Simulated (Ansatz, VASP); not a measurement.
This is a calculation of WS2 for Ansatz 0.2.0.

input.yaml

```yaml
crystal:
  lattice:
    - [3.1835163552, 0.0, 0.0]
    - [-1.5917581776, 2.7570060369, 0.0]
    - [0.0, 0.0, 16.95057789]
  atoms:
    - { symbol: W, position: [0.0, 0.0, 0.0] }
    - { symbol: S, position: [0.3333333333, 0.6666666667, 0.09200051] }
    - { symbol: S, position: [0.3333333333, 0.6666666667, 0.90799949] }
hamiltonian:
  xc: pbe
  pseudopotentials: { kind: paw }
  dispersion: d4
kpoints:
  mp_grid: { grid: [10, 10, 2] }
scf:
  occupations: { method: fermi_dirac, width: 0.05 }
output:
  forces: true
  stress: true
relax:
  f_tol: 0.01
  max_steps: 40
  cell: { stress_tol: 0.05 }
```

Potentials or basis: Ansatz PAW.

Run with:

```sh
$ ansatz run input.yaml --threads 2 --pin off --max-ram 5632MiB --backend cpu --events-out ev --progress --plain --runs-dir out
```

Set up the same calculation for VASP 6.6.1. Potentials there: VASP PAW PBE potentials, release 64 (W_sv, S).

As run (the cutoff follows the program's own potentials):

The input INCAR:

```
SYSTEM = WS2
  ALGO = Normal
  EDIFF = 1E-6
  EDIFFG = -0.01
  ENCUT = 600
  GGA = PE
  IBRION = 2
  ISIF = 3
  ISMEAR = -1
  IVDW = 13
  LASPH = .TRUE.
  LCHARG = .FALSE.
  LREAL = .FALSE.
  LWAVE = .FALSE.
  NELM = 60
  NSW = 60
  PREC = Accurate
  SIGMA = 0.05
```

Contents of KPOINTS:

```
k-points
0
G
  10 10 2
  0 0 0
```

File POSCAR:

```
WS2
1.0
    3.1835163552      0.0000000000      0.0000000000
   -1.5917581776      2.7570060369      0.0000000000
    0.0000000000      0.0000000000     16.9505778900
W S
1 2
Direct
    0.0000000000      0.0000000000      0.0000000000
    0.3333333333      0.6666666667      0.0920005100
    0.3333333333      0.6666666667      0.9079994900
```

Potentials or basis: VASP PAW PBE potentials, release 64 (W_sv, S).

Run with:

```console
$ cat potpaw_PBE.64/W_sv/POTCAR potpaw_PBE.64/S/POTCAR > POTCAR
$ mpirun -np 1 vasp_std > vasp.out
```

Both were run:

|  | VASP | Ansatz | Ansatz less VASP |
| --- | --- | --- | --- |
| relaxed volume (Å³/atom) | 49.10 | 48.78 | -0.319 |
| relaxed length of the cell vector where the two differ most in proportion (Å) | 17.058 | 16.945 | -0.1132 |

Spin-orbit coupling is off throughout. Noted on Ansatz's run: the plane-wave basis is chosen anew once the cell has moved, so the energies of steps on either side of that aren't comparable.
